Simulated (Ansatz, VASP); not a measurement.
**BN in VASP and in Ansatz**

```
B N
1.0
     2.62315    0.00000    0.00000
    -1.31157    2.17036    0.00000
     0.00000    0.00000    6.59240
B N
2 2
Direct
  0.89627 0.00000 0.50000
  0.43724 0.66667 0.00000
  0.10341 0.00000 0.00000
  0.56312 0.33333 0.50000
```

Change from the starting cell: mode 4 frozen in at -0.260 Å, normal strain along x +0.0467.

Alike in both runs: task single point; functional PBE; dispersion D3(BJ); k mesh 12 × 12 × 4; occupations methfessel-paxton of order 1, width 0.05 eV; no spin polarisation.

|  | VASP | Ansatz |
| --- | --- | --- |
| version | VASP 6.6.1 | Ansatz 0.2.0 |
| potentials or method | VASP PAW PBE potentials, release 64 (B, N), cutoff 520 eV | scalar-relativistic, plane waves, PAW |
| valence electrons in the cell | 16 | 16 |

Ansatz gave:

* gap on the k mesh at the Fermi level (eV): 3.46
* least direct gap on the mesh (eV): 3.88
* pressure (GPa): -14.3
* traceless stress, the component that is largest in VASP (GPa): -22.72
* rms of the force components (eV/Å): 0.223

**Question.** What did VASP give for the same quantities?

**Answer.** gap on the k mesh at the Fermi level (eV): 3.45; least direct gap on the mesh (eV): 3.87; pressure (GPa): -14.3; traceless stress, the component that is largest in VASP (GPa): -22.69; rms of the force components (eV/Å): 0.224.

Atom by atom the forces differ by 0.001 eV/Å (rms over components).
